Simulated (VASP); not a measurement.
# ZnS (I-4m2) in VASP: single point with HSE06

Aim: the single point of ZnS with HSE06.

Everything below comes from runs of VASP 6.6.1. Logs are shortened: lines on timing, memory, paths and dates and some standing lists are left out, and cuts for length are marked.

## (1) The cell of the first run

The structure is tetragonal, space group I-4m2 (No. 119). The conventional cell has a = 3.810 Å, b = 3.810 Å, c = 5.334 Å, α = 90.00°, β = 90.00°, γ = 90.00°. Within 3.1 Å of Zn (site symmetry -4m2) lie 4 S at 2.33 Å. S (site symmetry -4m2) has 4 Zn at 2.33 Å within 3.1 Å.

## (2) Single point, HSE06 (uniaxial z strain -1.0%)

POSCAR reads:

```
ZnS
1.0
    0.0000000000      2.6940858315      2.6671449732
    2.6940858315      0.0000000000      2.6671449732
    2.6940858315      2.6940858315      0.0000000000
Zn S
1 1
Direct
    0.0000000000      0.0000000000      0.0000000000
    0.2500000000      0.2500000000      0.2500000000
```

INCAR.step1 reads:

```
PREC = Accurate ; ENCUT = 520
EDIFF = 1E-5 ; ISMEAR = 0
SIGMA = 0.01 ; LREAL = False
LASPH = True ; NELM = 100
ALGO = Normal ; ISIF = 2
LWAVE = True ; LCHARG = False
GGA = PE ; NBANDS = 16
```

INCAR.step2 reads:

```
PREC = Accurate ; ENCUT = 520
EDIFF = 1E-6 ; ISMEAR = 0
SIGMA = 0.01 ; LREAL = False
LASPH = True ; NELM = 100
ALGO = Normal ; ISIF = 2
LWAVE = False ; LCHARG = False
GGA = PE ; LHFCALC = True
HFSCREEN = 0.2079 ; PRECFOCK = Normal
ISTART = 1 ; NBANDS = 16
```

KPOINTS reads:

```
Automatic mesh
0
Gamma
  6 6 6
```

Potentials or basis: VASP PAW PBE potentials, release 64 (Zn, S).

Command:

```bash
$ cat potpaw_PBE.64/Zn/POTCAR potpaw_PBE.64/S/POTCAR > POTCAR
$ cp INCAR.step1 INCAR
$ mpirun -np 1 vasp_std > vasp.out
$ cp INCAR.step2 INCAR
$ mpirun -np 1 vasp_std > vasp.out
```

OUTCAR:

```text
PREC = Accurate
   ENCUT = 520
   EDIFF = 1E-6
   ISMEAR = 0
   LREAL = False
   LASPH = True
   NELM = 100
   ISIF = 2
   GGA = PE
   LHFCALC = True
   HFSCREEN = 0.2079
   PRECFOCK = Normal
   ISTART = 1

 ion  position               nearest neighbor table
   1  0.000  0.000  0.000-   2 2.33   2 2.33   2 2.33   2 2.33
   2  0.250  0.250  0.250-   1 2.33   1 2.33   1 2.33   1 2.33

  LATTYP: Found a body centered tetragonal cell.
 ALAT       =     3.8100127211
 C/A-ratio  =     1.4000714268

  Lattice vectors:

 A1 = (   0.0000000000,  -2.6940858315,  -2.6671449732)
 A2 = (   0.0000000000,   2.6940858315,  -2.6671449732)
 A3 = (   2.6940858315,   0.0000000000,   2.6671449732)

Analysis of symmetry for initial positions (statically):
=====================================================================
 Subroutine PRICEL returns:
 Original cell was already a primitive cell.

 Routine SETGRP: Setting up the symmetry group for a
 body centered tetragonal supercell.

 Subroutine GETGRP returns: Found  8 space group operations
 (whereof  8 operations were pure point group operations)
 out of a pool of 16 trial point group operations.

The static configuration has the point symmetry D_2d.

Analysis of symmetry for dynamics (positions and initial velocities):
=====================================================================
 Subroutine PRICEL returns:
 Original cell was already a primitive cell.

 Routine SETGRP: Setting up the symmetry group for a
 body centered tetragonal supercell.

 Subroutine GETGRP returns: Found  8 space group operations
 (whereof  8 operations were pure point group operations)
 out of a pool of 16 trial point group operations.

The dynamic configuration has the point symmetry D_2d.

 Subroutine INISYM returns: Found  8 space group operations
 (whereof  8 operations are pure point group operations),
 and found     1 'primitive' translations

----------------------------------------------------------------------------------------

                                     Primitive cell

  volume of cell :      38.7168

  direct lattice vectors                    reciprocal lattice vectors
     0.000000000  2.694085831  2.667144973    -0.185591711  0.185591711  0.187466375
     2.694085831  0.000000000  2.667144973     0.185591711 -0.185591711  0.187466375
     2.694085831  2.694085831  0.000000000     0.185591711  0.185591711 -0.187466375

  length of vectors
     3.791010522  3.791010522  3.810012721     0.322540243  0.322540243  0.322540243

  position of ions in fractional coordinates (direct lattice)
     0.000000000  0.000000000  0.000000000
     0.250000000  0.250000000  0.250000000

  ion indices of the primitive-cell ions
   primitive index   ion index
                 1           1
                 2           2

----------------------------------------------------------------------------------------

 KPOINTS: Automatic mesh

Automatic generation of k-mesh.
 Grid dimensions read from file:
 generate k-points for:    6    6    6

 Generating k-lattice:

  Cartesian coordinates                     Fractional coordinates (reciprocal lattice)
    -0.030931952  0.030931952  0.031244396     0.166666667  0.000000000  0.000000000
     0.030931952 -0.030931952  0.031244396     0.000000000  0.166666667  0.000000000
     0.030931952  0.030931952 -0.031244396     0.000000000  0.000000000  0.166666667

  Length of vectors
     0.053756707  0.053756707  0.053756707

  Shift w.r.t. Gamma in fractional coordinates (k-lattice)
     0.000000000  0.000000000  0.000000000

 Subroutine IBZKPT returns following result:
 ===========================================

 Found     30 irreducible k-points:

 Following reciprocal coordinates:
            Coordinates               Weight
  0.000000  0.000000  0.000000      1.000000
  0.166667  0.000000  0.000000      8.000000
  0.333333  0.000000  0.000000      8.000000
  0.500000  0.000000  0.000000      4.000000
  0.166667  0.166667  0.000000      2.000000
  0.333333  0.166667  0.000000      8.000000
[... 16 lines left out ...]
  0.333333  0.000000  0.333333      4.000000
  0.500000  0.000000  0.333333     16.000000
 [... further k-points ...]
   k-points           NKPTS =     30   k-points in BZ     NKDIM =    216   number of bands    NBANDS=     16
   number of dos      NEDOS =    301   number of ions     NIONS =      2
   total plane-waves  NPLWV =  21952
   dimension x,y,z NGX =    28 NGY =   28 NGZ =   28
   dimension x,y,z NGXF=    56 NGYF=   56 NGZF=   56
   ions per type =               1   1
   NGX,Y,Z   is equivalent  to a cutoff of  12.28, 12.28, 12.22 a.u.
   NGXF,Y,Z  is equivalent  to a cutoff of  24.56, 24.56, 24.44 a.u.
 SYSTEM =  unknown system
   PREC   = accura    normal or accurate (medium, high low for compatibility)
   ISTART =      1    job   : 0-new  1-cont  2-samecut
   ICHARG =      0    charge: 1-file 2-atom 10-const
   ISPIN  =      1    spin polarized calculation?
   LNONCOLLINEAR =      F non collinear calculations
   LSORBIT =      F    spin-orbit coupling
   LASPH  =      T    aspherical Exc in radial PAW
   ENCUT  =  520.0 eV  38.22 Ry    6.18 a.u.   7.05  7.05  7.08*2*pi/ulx,y,z
   NELM   =    100;   NELMIN=  2; NELMDL=  0     # of ELM steps
   EDIFF  = 0.1E-05   stopping-criterion for ELM
   LREAL  =      F    real-space projection
   EDIFFG = 0.1E-04   stopping-criterion for IOM
   NSW    =      0    number of steps for IOM
   IBRION =     -1    ionic relax: 0-MD 1-quasi-New 2-CG
   NFREE  =      0    steps in history (QN), initial steepest desc. (CG)
   ISIF   =      2    stress and relaxation
   ISYM   =      3    0-nonsym 1-usesym 2-fastsym
   POTIM  = 0.5000    time-step for ionic-motion
   TEBEG  =    0.0;   TEEND  =   0.0 temperature during run
   PSTRESS=    0.0 pullay stress
   NELECT =      18.0000    total number of electrons
   NUPDOWN=      -1.0000    fix difference up-down
   EMIN   =  10.00;   EMAX   =-10.00  energy-range for DOS
   EFERMI =   0.00;   METHOD = LEGACY
   ISMEAR =     0;   SIGMA  =   0.01  broadening in eV -4-tet -1-fermi 0-gaus
   EFERMI_NEDOS =   21; number of points for ismear=-14 and -15
   IALGO  =     38    algorithm
   IMIX   =      1    mixing-type and parameters
     AMIX     =   0.40;   BMIX     =  1.00
     AMIX_MAG =   1.60;   BMIX_MAG =  1.00
  volume/ion in A,a.u.               =      19.36       130.64
  Fermi-wavevector in a.u.,A,eV,Ry     =   1.268233  2.396614 21.883826  1.608416
  Thomas-Fermi vector in A             =   2.401339
   LORBIT       =      0    0 simple, 1 ext, 2 COOP (PROOUT), +10 PAW based schemes
   GGA     = PE    functional components
   LHFCALC =     T    Hartree Fock is set to
   PRECFOCK=normal    Normal, Fast or Accurate (Low or Medium for compatibility)
   ENCUT4O =  -1.0   cutoff for four orbital integrals eV
   NKREDX  =     1    reduce k-point grid by
   NKREDY  =     1    reduce k-point grid by
   NKREDZ  =     1    reduce k-point grid by
   AEXX    =    0.2500 exact exchange contribution
   HFSCREEN=    0.2079 screening length (either q_TF or 0.3 A-1)
   HFSCREENC=   0.2079 screening length for correlation (either q_TF or 0.3 A-1)
   ENCUTFOCK=  -1.0 apply spherical cutoff to Coloumb kernel
   IVDW    =     0    specifies the selected vdW correction
   LEPSILON=     F    determine dielectric tensor
   LRPA    =     F    only Hartree local field effects (RPA)
 non-spin polarized calculation
 Gauss-broadening in eV      SIGMA  =   0.01
  energy-cutoff  :      520.00
  volume of cell :       38.72
 maximum number of plane-waves:      1054
  NGX = 24; NGY = 24; NGZ = 24

 number of electron      18.0000013 magnetization

 Free energy of the ion-electron system (eV)
  ---------------------------------------------------
  ext. energy  EPLUGINS =         0.00000000
  ---------------------------------------------------
  free energy    TOTEN  =        -8.36391936 eV

  energy without entropy =       -8.36391936  energy(sigma->0) =       -8.36391936

 E-fermi :   1.7082     XC(G=0):  -8.0419

 val. band max:        1.5815630669   @ k =   0.0000   0.0000   0.0000
 cond. band min:       4.9729591935   @ k =   0.0000   0.0000   0.0000
 fundamental gap:      3.3913961266
 Fermi energy:         1.7081711720

 k-point     1 :       0.0000    0.0000    0.0000
  band No.  band energies     occupation
      1     -12.9042      2.00000
      2      -6.3586      2.00000
      3      -6.3586      2.00000
      4      -6.3535      2.00000
      5      -5.8924      2.00000
      6      -5.8900      2.00000
[... 8 lines left out ...]
     15      14.8617      0.00000
     16      15.0647      0.00000

 k-point     2 :       0.1667    0.0000    0.0000
  band No.  band energies     occupation
      1     -12.6788      2.00000
      2      -6.3244      2.00000
      3      -6.3224      2.00000
      4      -6.3175      2.00000
      5      -5.8937      2.00000
      6      -5.8925      2.00000
[... 8 lines left out ...]
     15      13.9504      0.00000
     16      15.7283      0.00000

 k-point     3 :       0.3333    0.0000    0.0000
  band No.  band energies     occupation
      1     -12.1707      2.00000
      2      -6.2679      2.00000
      3      -6.2623      2.00000
      4      -6.0804      2.00000
      5      -5.8821      2.00000
      6      -5.8801      2.00000
[... 8 lines left out ...]
     15      14.6110      0.00000
     16      14.8392      0.00000

 k-point     4 :       0.5000    0.0000    0.0000
  band No.  band energies     occupation
      1     -11.8795      2.00000
      2      -6.2480      2.00000
      3      -6.2412      2.00000
      4      -5.8668      2.00000
      5      -5.8626      2.00000
      6      -5.6461      2.00000
[... 8 lines left out ...]
     15      16.5754      0.00000
     16      16.6631      0.00000
[... 324 lines left out ...]
 k-point    22 :      -0.3333    0.5000    0.1667
  band No.  band energies     occupation
      1     -11.5281      2.00000
      2      -6.2010      2.00000
      3      -6.0920      2.00000
      4      -5.9880      2.00000
      5      -5.8639      2.00000
      6      -5.4632      2.00000
[... 8 lines left out ...]
     15      17.2475      0.00000
     16      18.0824      0.00000

 k-point    23 :       0.3333    0.0000    0.3333
  band No.  band energies     occupation
      1     -11.9312      2.00000
      2      -6.2816      2.00000
      3      -6.1333      2.00000
      4      -6.1242      2.00000
      5      -5.8773      2.00000
      6      -5.8381      2.00000
[... 8 lines left out ...]
     15      16.1887      0.00000
     16      20.4478      0.00000

 k-point    24 :       0.5000    0.0000    0.3333
  band No.  band energies     occupation
      1     -11.6390      2.00000
      2      -6.2286      2.00000
      3      -6.0845      2.00000
      4      -6.0417      2.00000
      5      -5.8402      2.00000
      6      -5.6376      2.00000
[... 8 lines left out ...]
     15      16.8817      0.00000
     16      18.2417      0.00000

 [... further k-points ...]

------------------------ aborting loop because EDIFF is reached ----------------------------------------

  FORCE on cell =-STRESS in cart. coord.  units (eV):
  Direction    XX          YY          ZZ          XY          YZ          ZX
  --------------------------------------------------------------------------------------
  -------------------------------------------------------------------------------------
  Total        0.5576191      0.5576191      0.6555630      0.0000000      0.0000000      0.0000000
  in kB       23.0753727     23.0753727     27.1284862      0.0000000      0.0000000      0.0000000
  external PRESSURE =      24.4264105 kB  Pullay stress =       0.0000000 kB

 VOLUME and BASIS-vectors are now :
 -----------------------------------------------------------------------------
  energy-cutoff  :      520.00
  volume of cell :       38.72
      direct lattice vectors                 reciprocal lattice vectors
     0.000000000  2.694085831  2.667144973    -0.185591711  0.185591711  0.187466375
     2.694085831  0.000000000  2.667144973     0.185591711 -0.185591711  0.187466375
     2.694085831  2.694085831  0.000000000     0.185591711  0.185591711 -0.187466375

 POSITION                                       TOTAL-FORCE (eV/Angst)
 -----------------------------------------------------------------------------------
      0.00000      0.00000      0.00000        -0.000000     -0.000000     -0.000000
      1.34704      1.34704      1.33357         0.000000      0.000000      0.000000
 -----------------------------------------------------------------------------------
    total drift:                                0.000002      0.000000      0.000010

  FREE ENERGIE OF THE ION-ELECTRON SYSTEM (eV)
  ---------------------------------------------------
  free  energy   TOTEN  =        -8.3639193610 eV

  energy  without entropy=       -8.3639193610  energy(sigma->0) =       -8.36391936
```

It took 43 min on 1 thread of Intel Xeon Platinum 8488C (Sapphire Rapids), shared host; peak memory 0.28 GiB.

Results:

```
Free energy            : -8.3639 eV
Pressure               : 2.4 GPa
Band gap on the k mesh : 3.39 eV
```

Stress tensor (GPa, compression positive):
```
2.31 0.00 0.00
0.00 2.31 0.00
0.00 0.00 2.71
```

Caveat: the cell differs from its parent crystal (uniaxial z strain -1.0%); the PAW data sets were made with another functional, which shifts forces and pressure a little.
